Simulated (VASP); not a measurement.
Input of a VASP 6.6.1 run:

INCAR

```
ALGO     = Normal         # electronic algorithm
EDIFF    = 1E-7           # SCF threshold, eV
ENCUT    = 520            # plane-wave cutoff, eV
GGA      = PE             # functional
ISIF     = 2              # what is computed and relaxed
ISMEAR   = -1             # smearing method
ISPIN    = 2              # spin polarisation
ISYM     = 0            
LASPH    = T              # aspherical terms in the spheres
LCHARG   = F              # write CHGCAR
LMAXMIX  = 4              # l up to which the mixer works
LORBIT   = 11             # projections on sites
LREAL    = Auto         
LWAVE    = F              # write WAVECAR
MAGMOM   = 3 3 3 -3 0 0 0 0 0 0 0 0 0 0 0 0 # initial moments
NBANDS   = 64             # bands
NELM     = 150            # most SCF steps
PREC     = Accurate       # precision mode
SIGMA    = 0.1            # smearing width, eV
```

KPOINTS

```
k-points
0
Gamma
  2 6 4
```

File POSCAR:

```
CoHOF
1.0
    9.8011284300      0.0000000000      0.0000000000
    0.0000000000      2.9725867400      0.0000000000
    0.0000000000      0.0000000000      4.5242380500
Co O H F
4 4 4 4
Direct
    0.1322000000      0.7500000000      0.5109000000
    0.3678000000      0.2500000000      0.0109000000
    0.6322000000      0.7500000000      0.9891000000
    0.8678000000      0.2500000000      0.4891000000
    0.4517000000      0.7500000000      0.7816000000
    0.0483000000      0.2500000000      0.2816000000
    0.9517000000      0.7500000000      0.7184000000
    0.5483000000      0.2500000000      0.2184000000
    0.9247000000      0.7500000000      0.9160000000
    0.5753000000      0.2500000000      0.4160000000
    0.4247000000      0.7500000000      0.5840000000
    0.0753000000      0.2500000000      0.0840000000
    0.2047000000      0.2500000000      0.7473000000
    0.2953000000      0.7500000000      0.2473000000
    0.7047000000      0.2500000000      0.7527000000
    0.7953000000      0.7500000000      0.2527000000
```

Potentials or basis: VASP PAW PBE potentials, release 64 (Co, O, H, F).

Run with:

```sh
$ cat potpaw_PBE.64/Co/POTCAR potpaw_PBE.64/O/POTCAR potpaw_PBE.64/H/POTCAR potpaw_PBE.64/F/POTCAR > POTCAR
$ mpirun -np 1 vasp_std > vasp.out
```

(1) Estimate the net moment.

(2) What does it give for the site moments?

(3) What does it give for the pressure?

(4) Predict the largest force.

Results:

(1) 5.95 μB per cell.

(2) Co +2.56, +2.61, +2.54, -2.50; O +0.17, +0.07, -0.06 (each value once); H +0.00, +0.01, -0.00 (each value once); F +0.12, +0.04, -0.03 (each value once) μB.

(3) 24.6 GPa.

(4) 2.504 eV/Å.

Caveat: the stress differs along the axes, from 22 to 30 GPa; forces of over 1 eV/Å act on the atoms, so gaps and moduli don't describe the material at rest.
